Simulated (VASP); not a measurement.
Crystal: Al3SbP2.

```
P Al Sb
1.0
    -2.01761    2.01761    8.55637
     2.01761   -2.01761    8.55637
     2.01761    2.01761   -8.55637
P Al Sb
2 3 1
Cartesian
  0.0000 0.0000 2.9661
  0.0000 0.0000 14.1467
  0.0000 2.0176 4.2782
  2.0176 0.0000 6.9092
  2.0176 0.0000 1.6471
  0.0000 0.0000 8.5564
```

Base run:

| Item | Value |
| --- | --- |
| Program | VASP 6.6.1 |
| Functional | PBE |
| Potentials or basis | VASP PAW PBE potentials, release 64 (P, Al, Sb) |
| Cutoff | 520 eV |
| k mesh | 10 × 10 × 10 |
| Occupations | gaussian, width 0.01 eV |
| Spin | no spin polarisation |

Its results: band gap on the k mesh 1.04 eV (least direct gap 1.23 eV); pressure 1.4 GPa; largest force 0.106 eV/Å.

Q: The run is repeated on the same cell with these changes: functional from PBE to r2SCAN; further incar settings from ALGO = Normal; EDIFF = 1e-06; NBANDS = 21 to ALGO = Normal; EDIFF = 1e-07; NBANDS = 21. What comes out?

A: Band gap on the k mesh 1.32 eV (least direct gap 1.53 eV); pressure -0.1 GPa; largest force 0.055 eV/Å.

Caveats: spin-orbit coupling is left out, which moves the levels of the heavy elements; the PAW data sets were made with another functional, which shifts forces and pressure a little (at least some runs).

A k mesh can miss the band edges.
